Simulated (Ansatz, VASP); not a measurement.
Two plane-wave programs on Ru

Contents of INCAR:

```
PREC     = Accurate       # precision mode
ENCUT    = 520            # plane-wave cutoff, eV
EDIFF    = 1E-6           # SCF threshold, eV
ISMEAR   = -1             # smearing method
SIGMA    = 0.1            # smearing width, eV
LREAL    = F              # projectors in reciprocal space
LASPH    = T              # aspherical terms in the spheres
NELM     = 80             # most SCF steps
ALGO     = Normal         # electronic algorithm
ISIF     = 2              # what is computed and relaxed
LWAVE    = F              # write WAVECAR
LCHARG   = F              # write CHGCAR
GGA      = PE             # functional
NBANDS   = 21             # bands
```

File KPOINTS:

```
Automatic mesh
0
Gamma
  3 3 2
```

POSCAR

```
Ru
1.0
    2.7235595794      0.0000000000      0.0000000000
   -1.3617797897      2.3586717845      0.0000000000
    0.0000000000      0.0000000000      4.2890849607
Ru
2
Direct
    0.3333333333      0.6666666667      0.2500000000
    0.6666666667      0.3333333333      0.7500000000
```

Input for Ansatz:

```yaml
crystal:
  lattice:
    - [2.7235595794, 0.0, 0.0]
    - [-1.3617797897, 2.3586717845, 0.0]
    - [0.0, 0.0, 4.2890849607]
  atoms:
    - { symbol: Ru, position: [0.3333333333, 0.6666666667, 0.25] }
    - { symbol: Ru, position: [0.6666666667, 0.3333333333, 0.75] }
hamiltonian:
  xc: pbe
  pseudopotentials:
    kind: paw
    azcp:
      Ru: "pseudopotentials/Ru.paw.azcp"
basis:
  ecutwfc: 420
  fft_grid_basis: typed
kpoints:
  mp_grid: { grid: [3, 3, 2], shift: [0, 0, 0] }
magnetization:
  spin_polarized: false
scf:
  occupations: { method: fermi_dirac, width: 0.1 }
  lower_state_search: "off"
output:
  stress: true
```

Alike in both runs: task single point; functional PBE; k mesh 3 × 3 × 2; occupations fermi-dirac, width 0.1 eV; no spin polarisation.

|  | VASP | Ansatz |
| --- | --- | --- |
| version | VASP 6.6.1 | Ansatz 0.2.0 |
| potentials or method | VASP PAW PBE potentials, release 64 (Ru_pv), cutoff 520 eV | plane waves (420 eV) with PAW, scalar-relativistic |
| valence electrons in the cell | 28 | 32 |

```csv
,VASP,Ansatz,Ansatz less VASP
pressure (GPa),8.3,8.4,+0.10
"traceless stress, the component that is largest in VASP (GPa)",-31.59,-31.63,-0.038
```

With one functional, cell and mesh, what is left measures potentials, basis and numerics. VASP's potentials hold 28 valence electrons a cell and Ansatz's 32, so a difference there can come from the potentials and not from the codes.

The k mesh is coarse, so the values compare programs but aren't converged.
